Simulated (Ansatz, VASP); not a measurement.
BaS in VASP and in Ansatz

```
Ba S
1.0
     0.00000    3.21305    3.21305
     3.21305    0.00000    3.21305
     3.21305    3.21305    0.00000
Ba S
1 1
Direct
  0.00000 0.00000 0.00000
  0.50000 0.50000 0.50000
```

Alike in both runs: functional PBE; k mesh 12 × 12 × 12; occupations fermi-dirac, width 0.05 eV; no spin polarisation.

Ansatz relaxed the structure, and its values are those at the end. VASP's run is a single point on that final structure, the one shown.

|  | VASP | Ansatz |
| --- | --- | --- |
| version | VASP 6.6.1 | Ansatz 0.2.0 |
| potentials or method | VASP PAW PBE potentials, release 64 (Ba_sv, S) | PAW with Ansatz's default frozen-core files, scalar-relativistic |
| plane-wave cutoff (eV) | 520 | 420 |
| valence electrons in the cell | 16 | 16 |

```csv
,VASP,Ansatz,Ansatz less VASP
pressure (GPa),0.6,0.0,-0.55
```

The functional is the same, so the differences come from potentials, cutoffs and numerics.

Spin-orbit coupling is off throughout.
